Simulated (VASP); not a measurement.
# Au (Im-3m) in VASP: further runs, part 2 of 2

VASP 6.6.1.

## Step 3: Relaxation of cell and atoms, r2SCAN

This run uses another cell than the first one, of 18.21 Å³/atom.

The input, POSCAR:

```
Au
1.0
   -1.6572690000      1.6572690000      1.6572690000
    1.6572690000     -1.6572690000      1.6572690000
    1.6572690000      1.6572690000     -1.6572690000
Au
1
Direct
    0.0000000000      0.0000000000      0.0000000000
```

The input, INCAR.step1:

```
SYSTEM = Au
ALGO = Normal ; EDIFF = 1E-4
ENCUT = 600 ; GGA = PE
ISMEAR = 0 ; LASPH = .True.
LCHARG = .False. ; LREAL = .False.
LWAVE = .True. ; NELM = 100
PREC = Accurate ; SIGMA = 0.1
```

The input, INCAR.step2:

```
SYSTEM = Au
ALGO = Normal ; EDIFF = 1E-7
EDIFFG = -0.04 ; ENCUT = 600
IBRION = 2 ; ISIF = 3
ISMEAR = 0 ; ISTART = 1
LASPH = .True. ; LCHARG = .False.
LMIXTAU = .True. ; LREAL = .False.
LWAVE = .False. ; METAGGA = R2SCAN
NELM = 100 ; NSW = 90
PREC = Accurate ; SIGMA = 0.1
```

The input, KPOINTS:

```
k-points
0
Gamma
  8 8 8
  0 0 0
```

Potentials or basis: VASP PAW PBE potentials, release 64 (Au).

The run is started by

```sh
cat potpaw_PBE.64/Au/POTCAR > POTCAR
cp INCAR.step1 INCAR
mpirun -np 1 vasp_std > vasp.out
cp INCAR.step2 INCAR
mpirun -np 1 vasp_std > vasp.out
```

OUTCAR:

```text
SYSTEM = Au
   EDIFF = 1E-7
   EDIFFG = -0.04
   ENCUT = 600
   IBRION = 2
   ISIF = 3
   ISMEAR = 0
   ISTART = 1
   LASPH = .True.
   LREAL = .False.
   METAGGA = R2SCAN
   NELM = 100
   NSW = 90
   PREC = Accurate

 ion  position               nearest neighbor table
   1  0.000  0.000  0.000-

  LATTYP: Found a body centered cubic cell.
 ALAT       =     3.3145380000

  Lattice vectors:

 A1 = (  -1.6572690000,   1.6572690000,   1.6572690000)
 A2 = (   1.6572690000,  -1.6572690000,   1.6572690000)
 A3 = (   1.6572690000,   1.6572690000,  -1.6572690000)

Analysis of symmetry for initial positions (statically):
=====================================================================
 Subroutine PRICEL returns:
 Original cell was already a primitive cell.

 Routine SETGRP: Setting up the symmetry group for a
 body centered cubic supercell.

 Subroutine GETGRP returns: Found 48 space group operations
 (whereof 48 operations were pure point group operations)
 out of a pool of 48 trial point group operations.

The static configuration has the point symmetry O_h .

Analysis of symmetry for dynamics (positions and initial velocities):
=====================================================================
 Subroutine PRICEL returns:
 Original cell was already a primitive cell.

 Routine SETGRP: Setting up the symmetry group for a
 body centered cubic supercell.

 Subroutine GETGRP returns: Found 48 space group operations
 (whereof 48 operations were pure point group operations)
 out of a pool of 48 trial point group operations.

The dynamic configuration has the point symmetry O_h .

 Subroutine INISYM returns: Found 48 space group operations
 (whereof 48 operations are pure point group operations),
 and found     1 'primitive' translations

----------------------------------------------------------------------------------------

                                     Primitive cell

  volume of cell :      18.2070

  direct lattice vectors                    reciprocal lattice vectors
    -1.657269000  1.657269000  1.657269000     0.000000000  0.301701172  0.301701172
     1.657269000 -1.657269000  1.657269000     0.301701172  0.000000000  0.301701172
     1.657269000  1.657269000 -1.657269000     0.301701172  0.301701172  0.000000000

  length of vectors
     2.870474110  2.870474110  2.870474110     0.426669890  0.426669890  0.426669890

  position of ions in fractional coordinates (direct lattice)
     0.000000000  0.000000000  0.000000000

  ion indices of the primitive-cell ions
   primitive index   ion index
                 1           1

----------------------------------------------------------------------------------------

 KPOINTS: k-points

Automatic generation of k-mesh.
 Grid dimensions read from file:
 generate k-points for:    8    8    8

 Generating k-lattice:

  Cartesian coordinates                     Fractional coordinates (reciprocal lattice)
     0.000000000  0.037712647  0.037712647     0.125000000  0.000000000  0.000000000
     0.037712647  0.000000000  0.037712647     0.000000000  0.125000000  0.000000000
[... 44 lines left out ...]
   dimension x,y,z NGXF=    48 NGYF=   48 NGZF=   48
   ions per type =               1
   NGX,Y,Z   is equivalent  to a cutoff of  13.90, 13.90, 13.90 a.u.
   NGXF,Y,Z  is equivalent  to a cutoff of  27.80, 27.80, 27.80 a.u.
 SYSTEM =  Au
   PREC   = accura    normal or accurate (medium, high low for compatibility)
   ISTART =      1    job   : 0-new  1-cont  2-samecut
   ICHARG =      0    charge: 1-file 2-atom 10-const
   ISPIN  =      1    spin polarized calculation?
   LNONCOLLINEAR =      F non collinear calculations
   LSORBIT =      F    spin-orbit coupling
   LASPH  =      T    aspherical Exc in radial PAW
   ENCUT  =  600.0 eV  44.10 Ry    6.64 a.u.   5.73  5.73  5.73*2*pi/ulx,y,z
   NELM   =    100;   NELMIN=  2; NELMDL=  0     # of ELM steps
   EDIFF  = 0.1E-06   stopping-criterion for ELM
   LREAL  =      F    real-space projection
   EDIFFG = -.4E-01   stopping-criterion for IOM
   NSW    =     90    number of steps for IOM
   IBRION =      2    ionic relax: 0-MD 1-quasi-New 2-CG
   NFREE  =      1    steps in history (QN), initial steepest desc. (CG)
   ISIF   =      3    stress and relaxation
   ISYM   =      2    0-nonsym 1-usesym 2-fastsym
   POTIM  = 0.5000    time-step for ionic-motion
   TEBEG  =    0.0;   TEEND  =   0.0 temperature during run
   PSTRESS=    0.0 pullay stress
   NELECT =      11.0000    total number of electrons
   NUPDOWN=      -1.0000    fix difference up-down
   EMIN   =  10.00;   EMAX   =-10.00  energy-range for DOS
   EFERMI =   0.00;   METHOD = LEGACY
   ISMEAR =     0;   SIGMA  =   0.10  broadening in eV -4-tet -1-fermi 0-gaus
   EFERMI_NEDOS =   21; number of points for ismear=-14 and -15
   IALGO  =     38    algorithm
   IMIX   =      4    mixing-type and parameters
     AMIX     =   0.40;   BMIX     =  1.00
     AMIX_MAG =   1.60;   BMIX_MAG =  1.00
  volume/ion in A,a.u.               =      18.21       122.87
  Fermi-wavevector in a.u.,A,eV,Ry     =   1.383968  2.615320 26.060157  1.915367
  Thomas-Fermi vector in A             =   2.508516
   LORBIT       =      0    0 simple, 1 ext, 2 COOP (PROOUT), +10 PAW based schemes
   METAGGA = R2SCAN    functional components
   LHFCALC =     F    Hartree Fock is set to
   AEXX    =    0.0000 exact exchange contribution
   IVDW    =     0    specifies the selected vdW correction
   LEPSILON=     F    determine dielectric tensor
   LRPA    =     F    only Hartree local field effects (RPA)
 conjugate gradient relaxation of ions
 non-spin polarized calculation
 Gauss-broadening in eV      SIGMA  =   0.10
  energy-cutoff  :      600.00
  volume of cell :       18.21
 maximum number of plane-waves:       622
   NGX = 11   NGY = 11   NGZ = 11

--------------------------------------- Ionic step        1  -------------------------------------------

 number of electron      10.9999998 magnetization

 Free energy of the ion-electron system (eV)
  ---------------------------------------------------
  ext. energy  EPLUGINS =         0.00000000
  ---------------------------------------------------
  free energy    TOTEN  =       -50.52419008 eV

  energy without entropy =      -50.51831848  energy(sigma->0) =      -50.52125428

------------------------ aborting loop because EDIFF is reached ----------------------------------------

  FORCE on cell =-STRESS in cart. coord.  units (eV):
  Direction    XX          YY          ZZ          XY          YZ          ZX
  --------------------------------------------------------------------------------------
  -------------------------------------------------------------------------------------
  Total       -0.4923738     -0.4923738     -0.4923738     -0.0000000      0.0000000     -0.0000000
  in kB      -43.3277899    -43.3277899    -43.3277899     -0.0000000      0.0000000     -0.0000000
  external PRESSURE =     -43.3277899 kB  Pullay stress =       0.0000000 kB
[... 57 lines left out ...]
--------------------------------------- Ionic step        3  -------------------------------------------

 number of electron      11.0000001 magnetization

 Free energy of the ion-electron system (eV)
  ---------------------------------------------------
  ext. energy  EPLUGINS =         0.00000000
  ---------------------------------------------------
  free energy    TOTEN  =       -50.53224135 eV

  energy without entropy =      -50.52538893  energy(sigma->0) =      -50.52881514

 E-fermi :   8.9986     XC(G=0): -13.3857

 val. band max:        8.9912225149   @ k =   0.2500   0.1250   0.1250
 cond. band min:       9.0463680714   @ k =   0.3750   0.1250   0.0000
 fundamental gap:      0.0551455565
 Fermi energy:         8.9986216516

 k-point     1 :       0.0000    0.0000    0.0000
  band No.  band energies     occupation
      1      -0.9379      2.00000
      2       3.7963      2.00000
      3       3.7963      2.00000
      4       3.7963      2.00000
      5       5.6711      2.00000
      6       5.6711      2.00000
      7      26.1897      0.00000
      8      26.1897      0.00000
      9      26.1897      0.00000
[... 265 lines left out ...]
 k-point    24 :      -0.3750    0.3750    0.2500
  band No.  band energies     occupation
      1       2.7558      2.00000
      2       3.1670      2.00000
      3       4.4576      2.00000
      4       4.9744      2.00000
      5       6.3146      2.00000
      6       8.6411      2.00000
      7      17.3768      0.00000
      8      20.3311      0.00000
      9      22.7732      0.00000

 [... further k-points ...]

------------------------ aborting loop because EDIFF is reached ----------------------------------------

  FORCE on cell =-STRESS in cart. coord.  units (eV):
  Direction    XX          YY          ZZ          XY          YZ          ZX
  --------------------------------------------------------------------------------------
  -------------------------------------------------------------------------------------
  Total       -0.0023252     -0.0023252     -0.0023252     -0.0000000     -0.0000000      0.0000000
  in kB       -0.2112156     -0.2112156     -0.2112156     -0.0000000     -0.0000000      0.0000000
  external PRESSURE =      -0.2112156 kB  Pullay stress =       0.0000000 kB
[... 16 lines left out ...]
  FREE ENERGIE OF THE ION-ELECTRON SYSTEM (eV)
  ---------------------------------------------------
  free  energy   TOTEN  =       -50.5322413506 eV

  energy  without entropy=      -50.5253889315  energy(sigma->0) =      -50.52881514

 reached required accuracy - stopping structural energy minimisation
```

Wall time 41 s (1 thread of AMD EPYC 9R45 (Zen 5), shared host); peak memory 0.12 GiB.

Results:

```yaml
Free_energy: -50.5322 eV
Relaxed_volume: 17.64 Å³/atom
Relaxed_cell: a = 2.840 Å, b = 2.840 Å, c = 2.840 Å, α = 109.47°, β = 109.47°, γ = 109.47°
Space_group_after_relaxing_to_0.1_Å: Im-3m (No. 229)
Energy_gained_by_relaxing: 8.1 meV/atom
Ionic_steps: 3
Pressure_after_relaxing: 0.0 GPa
Band_gap_on_the_k_mesh: zero (an odd number of electrons rules out a gap without spin polarisation)
```

Step by step:
```tsv
step	energy change (eV)	largest force (eV/Å)	pressure (GPa)	volume (Å³)
1	0.0000	0.0000	-4.33	18.21
2	0.0059	0.0000	6.74	16.94
3	-0.0081	0.0000	-0.02	17.64
```

Final structure:
```
Au
1.0
    -1.63983    1.63983    1.63983
     1.63983   -1.63983    1.63983
     1.63983    1.63983   -1.63983
Au
1
Direct
  0.00000 0.00000 0.00000
```

Caveat: the PAW data sets were made with another functional, which shifts forces and pressure a little; spin-orbit coupling is left out, which moves the levels of the heavy elements.

## Step 4: Single point, r2SCAN

This run uses another cell than the first one, of 18.21 Å³/atom.

POSCAR is that of step 3.

The input, INCAR.step1:

```
SYSTEM = Au
PREC = Accurate
ENCUT = 520
ISMEAR = 0
SIGMA = 0.1
LREAL = .False.
LASPH = .True.
NELM = 100
NBANDS = 12
GGA = PE
ALGO = Normal
EDIFF = 1E-4
LWAVE = .True.
LCHARG = .False.
```

The input, INCAR.step2:

```
SYSTEM = Au
PREC = Accurate
ENCUT = 520
EDIFF = 1E-6
ISMEAR = 0
SIGMA = 0.1
LREAL = .False.
LASPH = .True.
NELM = 100
ALGO = Normal
ISIF = 2
LWAVE = .False.
LCHARG = .False.
METAGGA = R2SCAN
LMIXTAU = .True.
NBANDS = 12
ISTART = 1
```

The input, KPOINTS:

```
Automatic mesh
0
Gamma
  8 8 8
  0 0 0
```

Potentials or basis: VASP PAW PBE potentials, release 64 (Au).

The run is started by

```sh
cat potpaw_PBE.64/Au/POTCAR > POTCAR
cp INCAR.step1 INCAR
mpirun -np 1 vasp_std > vasp.out
cp INCAR.step2 INCAR
mpirun -np 1 vasp_std > vasp.out
```

OUTCAR:

```text
SYSTEM = Au
   PREC = Accurate
   ENCUT = 520
   EDIFF = 1E-6
   ISMEAR = 0
   LREAL = .False.
   LASPH = .True.
   NELM = 100
   ISIF = 2
   METAGGA = R2SCAN
   ISTART = 1

 ion  position               nearest neighbor table
   1  0.000  0.000  0.000-

  LATTYP: Found a body centered cubic cell.
 ALAT       =     3.3145380000

  Lattice vectors:

 A1 = (  -1.6572690000,   1.6572690000,   1.6572690000)
 A2 = (   1.6572690000,  -1.6572690000,   1.6572690000)
 A3 = (   1.6572690000,   1.6572690000,  -1.6572690000)

Analysis of symmetry for initial positions (statically):
=====================================================================
 Subroutine PRICEL returns:
 Original cell was already a primitive cell.

 Routine SETGRP: Setting up the symmetry group for a
 body centered cubic supercell.

 Subroutine GETGRP returns: Found 48 space group operations
 (whereof 48 operations were pure point group operations)
 out of a pool of 48 trial point group operations.

The static configuration has the point symmetry O_h .

Analysis of symmetry for dynamics (positions and initial velocities):
=====================================================================
 Subroutine PRICEL returns:
 Original cell was already a primitive cell.

 Routine SETGRP: Setting up the symmetry group for a
 body centered cubic supercell.

 Subroutine GETGRP returns: Found 48 space group operations
 (whereof 48 operations were pure point group operations)
 out of a pool of 48 trial point group operations.

The dynamic configuration has the point symmetry O_h .

 Subroutine INISYM returns: Found 48 space group operations
 (whereof 48 operations are pure point group operations),
 and found     1 'primitive' translations

----------------------------------------------------------------------------------------

                                     Primitive cell

  volume of cell :      18.2070
[... 113 lines left out ...]
   LHFCALC =     F    Hartree Fock is set to
   AEXX    =    0.0000 exact exchange contribution
   IVDW    =     0    specifies the selected vdW correction
   LEPSILON=     F    determine dielectric tensor
   LRPA    =     F    only Hartree local field effects (RPA)
 non-spin polarized calculation
 Gauss-broadening in eV      SIGMA  =   0.10
  energy-cutoff  :      520.00
  volume of cell :       18.21
 maximum number of plane-waves:       496
 NGX is ok and might be reduce to    24
   NGX = 11   NGY = 11   NGZ = 11

 number of electron      10.9999998 magnetization

 Free energy of the ion-electron system (eV)
  ---------------------------------------------------
  ext. energy  EPLUGINS =         0.00000000
  ---------------------------------------------------
  free energy    TOTEN  =       -50.52464169 eV

  energy without entropy =      -50.51876665  energy(sigma->0) =      -50.52170417

 E-fermi :   8.4849     XC(G=0): -13.1624

 val. band max:        8.4515522691   @ k =   0.2500   0.1250   0.1250
 cond. band min:       8.5497400776   @ k =   0.3750   0.1250   0.0000
 fundamental gap:      0.0981878085
 Fermi energy:         8.4848532377

 k-point     1 :       0.0000    0.0000    0.0000
  band No.  band energies     occupation
      1      -1.1014      2.00000
      2       3.4707      2.00000
      3       3.4707      2.00000
      4       3.4707      2.00000
      5       5.2498      2.00000
      6       5.2498      2.00000
      7      25.6663      0.00000
      8      25.6663      0.00000
      9      25.6663      0.00000
     10      32.3043      0.00000
     11      32.3043      0.00000
     12      32.3043      0.00000
[... 331 lines left out ...]
 k-point    24 :      -0.3750    0.3750    0.2500
  band No.  band energies     occupation
      1       2.4992      2.00000
      2       2.8929      2.00000
      3       4.1060      2.00000
      4       4.5967      2.00000
      5       5.8588      2.00000
      6       8.1503      2.00000
      7      16.6810      0.00000
      8      19.6085      0.00000
      9      22.0055      0.00000
     10      25.1910      0.00000
     11      31.0634      0.00000
     12      33.9210      0.00000

 [... further k-points ...]

------------------------ aborting loop because EDIFF is reached ----------------------------------------

  FORCE on cell =-STRESS in cart. coord.  units (eV):
  Direction    XX          YY          ZZ          XY          YZ          ZX
  --------------------------------------------------------------------------------------
  -------------------------------------------------------------------------------------
  Total       -0.5023167     -0.5023167     -0.5023167     -0.0000000     -0.0000000      0.0000000
  in kB      -44.2027388    -44.2027388    -44.2027388     -0.0000000     -0.0000000      0.0000000
  external PRESSURE =     -44.2027388 kB  Pullay stress =       0.0000000 kB

 VOLUME and BASIS-vectors are now :
 -----------------------------------------------------------------------------
  energy-cutoff  :      520.00
  volume of cell :       18.21
      direct lattice vectors                 reciprocal lattice vectors
    -1.657269000  1.657269000  1.657269000     0.000000000  0.301701172  0.301701172
     1.657269000 -1.657269000  1.657269000     0.301701172  0.000000000  0.301701172
     1.657269000  1.657269000 -1.657269000     0.301701172  0.301701172  0.000000000

 POSITION                                       TOTAL-FORCE (eV/Angst)
 -----------------------------------------------------------------------------------
      0.00000      0.00000      0.00000        -0.000000     -0.000000     -0.000000
 -----------------------------------------------------------------------------------
    total drift:                                0.000000      0.000000      0.000000

  FREE ENERGIE OF THE ION-ELECTRON SYSTEM (eV)
  ---------------------------------------------------
  free  energy   TOTEN  =       -50.5246416862 eV

  energy  without entropy=      -50.5187666511  energy(sigma->0) =      -50.52170417
```

OSZICAR.step1:

```text
N       E                     dE             d eps       ncg     rms          rms(c)
DAV:   1     0.488066378024E+02    0.48807E+02   -0.55726E+03   704   0.808E+02
DAV:   2    -0.275731377378E+01   -0.51564E+02   -0.49161E+02   828   0.183E+02
DAV:   3    -0.344580540110E+01   -0.68849E+00   -0.68788E+00   800   0.203E+01
DAV:   4    -0.344823172655E+01   -0.24263E-02   -0.24263E-02   812   0.138E+00
DAV:   5    -0.344825059090E+01   -0.18864E-04   -0.18863E-04   800   0.116E-01    0.742E+00
DAV:   6    -0.317829348606E+01    0.26996E+00   -0.79097E-01   736   0.699E+00    0.494E+00
DAV:   7    -0.316320605164E+01    0.15087E-01   -0.49753E-02   816   0.177E+00    0.264E+00
DAV:   8    -0.316122379425E+01    0.19823E-02   -0.11657E-03   756   0.287E-01    0.250E-01
DAV:   9    -0.316120482161E+01    0.18973E-04   -0.13060E-05   456   0.315E-02
   1 F= -.31612048E+01 E0= -.31577160E+01  d E =-.697761E-02
```

Wall time 18 s (1 thread of AMD EPYC 9R45 (Zen 5), shared host); peak memory 0.12 GiB.

What came out:

| Item | Value |
| --- | --- |
| Free energy | -50.5246 eV |
| Pressure | -4.4 GPa |
| Band gap on the k mesh | zero (an odd number of electrons rules out a gap without spin polarisation) |

Levels at points of the mesh, in eV from the Fermi level:
```
           k point  band 2  band 3  band 4  band 5  band 6  band 7  band 8  band 9  band 10  band 11
(0.00, 0.00, 0.00)   -5.01   -5.01   -5.01   -3.24   -3.24   17.18   17.18   17.18    23.82    23.82
(0.50, 0.00, 0.00)   -6.01   -3.38   -3.07   -1.80   -0.39    3.08   12.83   13.81    21.59    22.02
(0.50, 0.50, 0.50)   -6.75   -2.15   -2.15   -2.15    6.36    6.36    6.36    9.12    15.80    15.80
```

Caveat: the cell stands under tension; the PAW data sets were made with another functional, which shifts forces and pressure a little; spin-orbit coupling is left out, which moves the levels of the heavy elements.

## Step 5: Summary

| task | cell | cutoff (eV) | gap on the mesh (eV) | pressure (GPa) |
| --- | --- | --- | --- | --- |
| single point | a = 2.838 Å, angles 109.5°, 1 atom | 520 | none | 0.2 |
| relaxation of cell and atoms | relaxed from a = 2.870 Å, angles 109.5°, 1 atom | 600 | none | 0.0 |
| single point | a = 2.870 Å, angles 109.5°, 1 atom | 520 | none | -4.4 |

Alike in all rows: level r2SCAN; potentials or basis VASP PAW PBE potentials, release 64 (Au); no spin polarisation; k mesh 8 × 8 × 8; smearing gaussian 0.1 eV.

Caveats: the PAW data sets were made with another functional, which shifts forces and pressure a little; spin-orbit coupling is left out, which moves the levels of the heavy elements; the cell stands under tension (at least some runs).

Absolute energies hang on the potentials; compare differences alone.

The gap in the log of VASP goes by the Fermi energy; the results here count the filled bands.